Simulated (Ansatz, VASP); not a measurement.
## C: VASP beside Ansatz

The input INCAR:

```
ALGO     = Normal         # electronic algorithm
EDIFF    = 1E-6           # SCF threshold, eV
ENCUT    = 520            # plane-wave cutoff, eV
GGA      = CA             # functional
ISIF     = 2              # what is computed and relaxed
ISMEAR   = -1             # smearing method
LASPH    = T              # aspherical terms in the spheres
LCHARG   = T              # write CHGCAR
LELF     = T              # ELF
LREAL    = F              # projectors in reciprocal space
LVHAR    = T            
LWAVE    = F              # write WAVECAR
NBANDS   = 11             # bands
NELM     = 60             # most SCF steps
PREC     = Accurate       # precision mode
SIGMA    = 0.08           # smearing width, eV
```

The input KPOINTS:

```
k-points
0
Gamma
  20 20 20
```

File POSCAR:

```
C
1.0
    0.0000000000      1.5827151784      1.5827151784
    1.5827151784      0.0000000000      1.5827151784
    1.5827151784      1.5827151784      0.0000000000
C
2
Direct
   -0.1250000000     -0.1250000000     -0.1250000000
    0.1250000000      0.1250000000      0.1250000000
```

Input for Ansatz:

```yaml
crystal:
  lattice:
    - [0.0, 1.5827151784, 1.5827151784]
    - [1.5827151784, 0.0, 1.5827151784]
    - [1.5827151784, 1.5827151784, 0.0]
  atoms:
    - { symbol: C, position: [-0.125, -0.125, -0.125] }
    - { symbol: C, position: [0.125, 0.125, 0.125] }
kpoints:
  mp_grid: { grid: [20, 20, 20] }
scf:
  occupations: { method: fermi_dirac, width: 0.08 }
hamiltonian:
  xc: lda
  pseudopotentials: { kind: paw }
output:
  forces: true
  stress: true
  eigenvalues: true
  populations: true
```

Change from the starting cell: volume scaled by 0.72, PAW files.

Alike in both runs: task single point; functional LDA; k mesh 20 × 20 × 20; occupations fermi-dirac, width 0.08 eV; no spin polarisation.

```csv
,VASP,Ansatz
version,VASP 6.6.1,Ansatz 0.2.0
potentials or method,"VASP PAW LDA potentials, release 64 (C)","PAW with Ansatz's default frozen-core files, scalar-relativistic"
plane-wave cutoff (eV),520,420
valence electrons in the cell,8,8
```

Ansatz gave:

* gap on the k mesh at the Fermi level (eV): 5.08
* pressure (GPa): 275.1

Question: Which values does VASP return?

Answer: gap on the k mesh at the Fermi level (eV): 5.07; pressure (GPa): 278.3.

LDA's correlation is that of Perdew and Zunger in VASP and of Perdew and Wang (1992) in Ansatz. Both programs put the cell under a high pressure, so it lies far from rest at this level.

Noted on VASP's run: the cell as given lies far from equilibrium.
